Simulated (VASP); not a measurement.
# LiF (Fm-3m) in VASP: notebook

LiF is run at these levels: PBEsol; tasks: elastic constants.

Program: VASP 6.6.1. These are calculated values, not measurements. Logs are shortened: lines on timing, memory, paths and dates and some standing lists are left out, and cuts for length are marked.

**1. The cell of the first run**

Symmetry: Fm-3m, No. 225, cubic system. Conventional cell: a = 4.008 Å, b = 4.008 Å, c = 4.008 Å, α = 90.00°, β = 90.00°, γ = 90.00°. Li (site symmetry m-3m) has 6 F at 2.00 Å within 2.7 Å. F (site symmetry m-3m) has 6 Li at 2.00 Å within 2.7 Å.

**2. Elastic constants, PBEsol**

Input file INCAR:

```
PREC = Accurate
ENCUT = 600
EDIFF = 1E-8
ISMEAR = 0
SIGMA = 0.01
LREAL = False
LASPH = True
NELM = 100
ALGO = Normal
ISIF = 3
LWAVE = False
LCHARG = False
GGA = PS
IBRION = 6
NFREE = 2
POTIM = 0.015
NSW = 1
```

Input file KPOINTS:

```
Automatic mesh
0
Gamma
  10 10 10
```

Input file POSCAR:

```
LiF
1.0
    0.0000000000      2.0039662077      2.0039662077
    2.0039662077      0.0000000000      2.0039662077
    2.0039662077      2.0039662077      0.0000000000
Li F
1 1
Direct
    0.0000000000      0.0000000000      0.0000000000
    0.5000000000      0.5000000000      0.5000000000
```

Potentials or basis: VASP PAW PBE potentials, release 64 (Li_sv, F).

Started as:

```sh
cat potpaw_PBE.64/Li_sv/POTCAR potpaw_PBE.64/F/POTCAR > POTCAR
mpirun -np 1 vasp_std > vasp.out
```

OUTCAR:

```text
PREC = Accurate
   ENCUT = 600
   EDIFF = 1E-8
   ISMEAR = 0
   LREAL = False
   LASPH = True
   NELM = 100
   ISIF = 3
   GGA = PS
   IBRION = 6
   NFREE = 2
   POTIM = 0.015
   NSW = 1

 ion  position               nearest neighbor table
   1  0.000  0.000  0.000-   2 2.00   2 2.00   2 2.00   2 2.00   2 2.00   2 2.00
   2  0.500  0.500  0.500-   1 2.00   1 2.00   1 2.00   1 2.00   1 2.00   1 2.00

  LATTYP: Found a face centered cubic cell.
 ALAT       =     4.0079324154

  Lattice vectors:

 A1 = (   0.0000000000,   2.0039662077,   2.0039662077)
 A2 = (   2.0039662077,   0.0000000000,   2.0039662077)
 A3 = (   2.0039662077,   2.0039662077,   0.0000000000)

Analysis of symmetry for initial positions (statically):
=====================================================================
 Subroutine PRICEL returns:
 Original cell was already a primitive cell.

 Routine SETGRP: Setting up the symmetry group for a
 face centered cubic supercell.

 Subroutine GETGRP returns: Found 48 space group operations
 (whereof 48 operations were pure point group operations)
 out of a pool of 48 trial point group operations.

The static configuration has the point symmetry O_h .

Analysis of symmetry for dynamics (positions and initial velocities):
=====================================================================
 Subroutine PRICEL returns:
 Original cell was already a primitive cell.

 Routine SETGRP: Setting up the symmetry group for a
 face centered cubic supercell.

 Subroutine GETGRP returns: Found 48 space group operations
 (whereof 48 operations were pure point group operations)
 out of a pool of 48 trial point group operations.

The dynamic configuration has the point symmetry O_h .

 Subroutine INISYM returns: Found 48 space group operations
 (whereof 48 operations are pure point group operations),
 and found     1 'primitive' translations

----------------------------------------------------------------------------------------

                                     Primitive cell

  volume of cell :      16.0954

  direct lattice vectors                    reciprocal lattice vectors
     0.000000000  2.003966208  2.003966208    -0.249505205  0.249505205  0.249505205
     2.003966208  0.000000000  2.003966208     0.249505205 -0.249505205  0.249505205
     2.003966208  2.003966208  0.000000000     0.249505205  0.249505205 -0.249505205

  length of vectors
     2.834036189  2.834036189  2.834036189     0.432155692  0.432155692  0.432155692

  position of ions in fractional coordinates (direct lattice)
     0.000000000  0.000000000  0.000000000
     0.500000000  0.500000000  0.500000000

  ion indices of the primitive-cell ions
   primitive index   ion index
                 1           1
                 2           2

----------------------------------------------------------------------------------------

 KPOINTS: Automatic mesh

Automatic generation of k-mesh.
 Grid dimensions read from file:
 generate k-points for:   10   10   10

 Generating k-lattice:

  Cartesian coordinates                     Fractional coordinates (reciprocal lattice)
    -0.024950521  0.024950521  0.024950521     0.100000000  0.000000000  0.000000000
     0.024950521 -0.024950521  0.024950521     0.000000000  0.100000000  0.000000000
     0.024950521  0.024950521 -0.024950521     0.000000000  0.000000000  0.100000000

  Length of vectors
     0.043215569  0.043215569  0.043215569

  Shift w.r.t. Gamma in fractional coordinates (k-lattice)
     0.000000000  0.000000000  0.000000000

 Subroutine IBZKPT returns following result:
 ===========================================

 Found     47 irreducible k-points:

 Following reciprocal coordinates:
            Coordinates               Weight
[... 55 lines left out ...]
   NUPDOWN=      -1.0000    fix difference up-down
   EMIN   =  10.00;   EMAX   =-10.00  energy-range for DOS
   EFERMI =   0.00;   METHOD = LEGACY
   ISMEAR =     0;   SIGMA  =   0.01  broadening in eV -4-tet -1-fermi 0-gaus
   EFERMI_NEDOS =   21; number of points for ismear=-14 and -15
   IALGO  =     38    algorithm
   IMIX   =      4    mixing-type and parameters
     AMIX     =   0.40;   BMIX     =  1.00
     AMIX_MAG =   1.60;   BMIX_MAG =  1.00
  volume/ion in A,a.u.               =       8.05        54.31
  Fermi-wavevector in a.u.,A,eV,Ry     =   1.396929  2.639814 26.550566  1.951412
  Thomas-Fermi vector in A             =   2.520235
   LORBIT       =      0    0 simple, 1 ext, 2 COOP (PROOUT), +10 PAW based schemes
   GGA     = PS    functional components
   LHFCALC =     F    Hartree Fock is set to
   AEXX    =    0.0000 exact exchange contribution
   IVDW    =     0    specifies the selected vdW correction
   LEPSILON=     F    determine dielectric tensor
   LRPA    =     F    only Hartree local field effects (RPA)
 finite differences with symmetry
 non-spin polarized calculation
 Gauss-broadening in eV      SIGMA  =   0.01
  energy-cutoff  :      600.00
  volume of cell :       16.10
 maximum number of plane-waves:       548
   NGX = 11   NGY = 11   NGZ = 11

--------------------------------------- Ionic step        1  -------------------------------------------

 number of electron      10.0000000 magnetization

 number of electron       9.9999994 magnetization

 Free energy of the ion-electron system (eV)
  ---------------------------------------------------
  ext. energy  EPLUGINS =         0.00000000
  ---------------------------------------------------
  free energy    TOTEN  =        -9.85530298 eV

  energy without entropy =       -9.85530298  energy(sigma->0) =       -9.85530298

------------------------ aborting loop because EDIFF is reached ----------------------------------------

  FORCE on cell =-STRESS in cart. coord.  units (eV):
  Direction    XX          YY          ZZ          XY          YZ          ZX
  --------------------------------------------------------------------------------------
  -------------------------------------------------------------------------------------
  Total       -0.0526310     -0.0526310     -0.0526310      0.0000000      0.0000000      0.0000000
  in kB       -5.2390317     -5.2390317     -5.2390317      0.0000000      0.0000000      0.0000000
  external PRESSURE =      -5.2390317 kB  Pullay stress =       0.0000000 kB
[... 89 lines left out ...]
  FREE ENERGIE OF THE ION-ELECTRON SYSTEM (eV)
  ---------------------------------------------------
  free  energy   TOTEN  =        -9.8545627404 eV

  energy  without entropy=       -9.8545627404  energy(sigma->0) =       -9.85456274

[... ionic steps 4 to 14 ...]

--------------------------------------- Ionic step       15  -------------------------------------------

 number of electron       9.9999997 magnetization

------------------------ aborting loop because EDIFF is reached ----------------------------------------
[... 67 lines left out ...]
--------------------------------------- Ionic step       17  -------------------------------------------

 number of electron       9.9999995 magnetization

 Free energy of the ion-electron system (eV)
  ---------------------------------------------------
  ext. energy  EPLUGINS =         0.00000000
  ---------------------------------------------------
  free energy    TOTEN  =        -9.85509976 eV

  energy without entropy =       -9.85509976  energy(sigma->0) =       -9.85509976

 E-fermi :  -0.9744     XC(G=0): -10.2773

 val. band max:       -1.0202290127   @ k =   0.0000   0.0000   0.0000
 cond. band min:       8.0295082998   @ k =   0.0000   0.0000   0.0000
 fundamental gap:      9.0497373126
 Fermi energy:        -0.9743510568

 k-point     1 :       0.0000    0.0000    0.0000
  band No.  band energies     occupation
      1     -41.1921      2.00000
      2     -20.9259      2.00000
      3      -1.0206      2.00000
      4      -1.0202      2.00000
      5      -1.0202      2.00000
      6       8.0295      0.00000
      7      22.9650      0.00000
      8      22.9650      0.00000
      9      23.0022      0.00000
[... 265 lines left out ...]
 k-point    24 :       0.4000    0.3000    0.0000
  band No.  band energies     occupation
      1     -41.1222      2.00000
      2     -20.3731      2.00000
      3      -3.4291      2.00000
      4      -1.9268      2.00000
      5      -1.8101      2.00000
      6      12.0310      0.00000
      7      15.6073      0.00000
      8      17.5392      0.00000
      9      19.1517      0.00000

 [... further k-points ...]

------------------------ aborting loop because EDIFF is reached ----------------------------------------

  FORCE on cell =-STRESS in cart. coord.  units (eV):
  Direction    XX          YY          ZZ          XY          YZ          ZX
  --------------------------------------------------------------------------------------
  -------------------------------------------------------------------------------------
  Total       -0.0490911     -0.0528010     -0.0528010      0.0000000      0.0000000     -0.0000000
  in kB       -4.8866624     -5.2559515     -5.2559515      0.0000000      0.0000000     -0.0000000
  external PRESSURE =      -5.1328551 kB  Pullay stress =       0.0000000 kB
[... 17 lines left out ...]
  FREE ENERGIE OF THE ION-ELECTRON SYSTEM (eV)
  ---------------------------------------------------
  free  energy   TOTEN  =        -9.8550997554 eV

  energy  without entropy=       -9.8550997554  energy(sigma->0) =       -9.85509976

 INTERNAL STRAIN TENSORS FROM STRAINED CELLS
 ============================================

 INTERNAL STRAIN TENSOR FOR ION    1 for displacements in x,y,z  (eV/Angst):
          X           Y           Z          XY          YZ          ZX
  --------------------------------------------------------------------------------
  x     0.00000    -0.00000    -0.00000    -0.00000     0.00000     0.00000
  y    -0.00000     0.00000     0.00000     0.00000     0.00000     0.00000
  z     0.00000     0.00000    -0.00000     0.00000    -0.00000    -0.00000

 INTERNAL STRAIN TENSORS FROM DISPLACED ATOMS
 ============================================

 INTERNAL STRAIN TENSOR FOR ION    1 for displacements in x,y,z  (eV/Angst):
          X           Y           Z          XY          YZ          ZX
  --------------------------------------------------------------------------------
  x     0.00000     0.00000     0.00000     0.00000     0.00000     0.00000
  y     0.00000     0.00000     0.00000     0.00000     0.00000     0.00000
  z     0.00000     0.00000     0.00000     0.00000     0.00000     0.00000

 INTERNAL STRAIN TENSOR FOR ION    2 for displacements in x,y,z  (eV/Angst):
          X           Y           Z          XY          YZ          ZX
  --------------------------------------------------------------------------------
  x     0.00000     0.00000     0.00000     0.00000     0.00000     0.00000
  y     0.00000     0.00000     0.00000     0.00000     0.00000     0.00000
  z     0.00000     0.00000     0.00000     0.00000     0.00000     0.00000

 Eigenvectors and eigenvalues of the dynamical matrix
 ----------------------------------------------------

   1 f  =    9.292279 THz    58.385109 2PiTHz  309.957052 cm-1    38.429759 meV
             X         Y         Z           dx          dy          dz
      0.000000  0.000000  0.000000     0.000000    0.854762    0.000000
      2.003966  2.003966  2.003966     0.000000   -0.519021    0.000000
[... 21 lines left out ...]
   6 f/i=    0.001572 THz     0.009875 2PiTHz    0.052427 cm-1     0.006500 meV
             X         Y         Z           dx          dy          dz
      0.000000  0.000000  0.000000     0.000000    0.000000   -0.519021
      2.003966  2.003966  2.003966     0.000000    0.000000   -0.854762

--------------------------------------------------------------------------------------------------------

 ELASTIC MODULI CONTR FROM IONIC RELAXATION (kBar)
 Direction    XX          YY          ZZ          XY          YZ          ZX
 --------------------------------------------------------------------------------
 XX           0.0000      0.0000      0.0000      0.0000      0.0000      0.0000
 YY           0.0000      0.0000      0.0000      0.0000      0.0000      0.0000
 ZZ           0.0000      0.0000      0.0000      0.0000      0.0000      0.0000
 XY           0.0000      0.0000      0.0000      0.0000      0.0000      0.0000
 YZ           0.0000      0.0000      0.0000      0.0000      0.0000      0.0000
 ZX           0.0000      0.0000      0.0000      0.0000      0.0000      0.0000
 --------------------------------------------------------------------------------

 TOTAL ELASTIC MODULI (kBar)
 Direction    XX          YY          ZZ          XY          YZ          ZX
 --------------------------------------------------------------------------------
 XX        1271.5795    433.7025    433.7025      0.0000     -0.0000      0.0000
 YY         433.7025   1271.5795    433.7025      0.0000      0.0000      0.0000
 ZZ         433.7025    433.7025   1271.5795     -0.0000     -0.0000     -0.0000
 XY           0.0000      0.0000     -0.0000    610.2910      0.0000     -0.0000
 YZ          -0.0000      0.0000     -0.0000      0.0000    610.2910      0.0000
 ZX           0.0000      0.0000     -0.0000     -0.0000      0.0000    610.2910
 --------------------------------------------------------------------------------
```

It took 3.3 min on 1 thread of Intel Xeon Platinum 8259CL at 2.50GHz (Skylake/Cascade Lake), shared host; peak memory 0.21 GiB.

Results:

- Elastic constants C11, C12, C44: 127, 43, 61 GPa
- Voigt bulk modulus: 71 GPa
- Highest phonon frequency at Γ, LO-TO splitting left out: 310 cm⁻¹

Phonon frequencies in cm⁻¹ (negative: imaginary):
```csv
q point,frequencies
"(0.000, 0.000, 0.000)",0 0 0 310 310 310
```

Elastic tensor in Voigt notation (GPa, in the Cartesian axes of the cell as first typed):
```
127  43  43   0   0   0
 43 127  43   0   0   0
 43  43 127   0   0   0
  0   0   0  61   0   0
  0   0   0   0  61   0
  0   0   0   0   0  61
```

Clamped-ion elastic tensor (GPa):
```
127  43  43   0   0   0
 43 127  43   0   0   0
 43  43 127   0   0   0
  0   0   0  61   0   0
  0   0   0   0  61   0
  0   0   0   0   0  61
```

Caveat: the cutoff is under 1.25 times the usual one of these potentials, so pressure, stress and relaxed cells hold a basis-set (Pulay) error; the PAW data sets were made with another functional, which shifts forces and pressure a little.

**3. Elastic constants, PBEsol**

Input file INCAR:

```
SYSTEM = LiF
ALGO = Normal
EDIFF = 1E-8
ENCUT = 600
GGA = PS
IBRION = 6
ISIF = 3
ISMEAR = 0
LASPH = .True.
LCHARG = .True.
LREAL = .False.
LWAVE = .False.
NBANDS = 12
NELM = 100
NFREE = 2
NSW = 1
POTIM = 0.015
PREC = Accurate
SIGMA = 0.01
```

Input file KPOINTS:

```
k-points
0
Gamma
  10 10 10
  0 0 0
```

POSCAR is that of step 2.

Potentials or basis: VASP PAW PBE potentials, release 64 (Li_sv, F).

Started as:

```sh
cat potpaw_PBE.64/Li_sv/POTCAR potpaw_PBE.64/F/POTCAR > POTCAR
mpirun -np 1 vasp_std > vasp.out
```

Wall time 4.1 min (1 thread of Intel Xeon Platinum 8259CL at 2.50GHz (Skylake/Cascade Lake), shared host); peak memory 0.23 GiB.

Results (log left out):

```yaml
Elastic_constants_C11_C12_C44: 127, 43, 61 GPa
Voigt_bulk_modulus: 71 GPa
Highest_phonon_frequency_at_Γ_LO-TO_splitting_left_out: 310 cm⁻¹
```

Phonon frequencies in cm⁻¹ (negative: imaginary):
```csv
q point,frequencies
"(0.000, 0.000, 0.000)",0 0 0 310 310 310
```

Elastic tensor in Voigt notation (GPa, in the Cartesian axes of the cell as first typed):
```
127  43  43   0   0   0
 43 127  43   0   0   0
 43  43 127   0   0   0
  0   0   0  61   0   0
  0   0   0   0  61   0
  0   0   0   0   0  61
```

Clamped-ion elastic tensor (GPa):
```
127  43  43   0   0   0
 43 127  43   0   0   0
 43  43 127   0   0   0
  0   0   0  61   0   0
  0   0   0   0  61   0
  0   0   0   0   0  61
```

Caveat: the cutoff is under 1.25 times the usual one of these potentials, so pressure, stress and relaxed cells hold a basis-set (Pulay) error; the PAW data sets were made with another functional, which shifts forces and pressure a little.
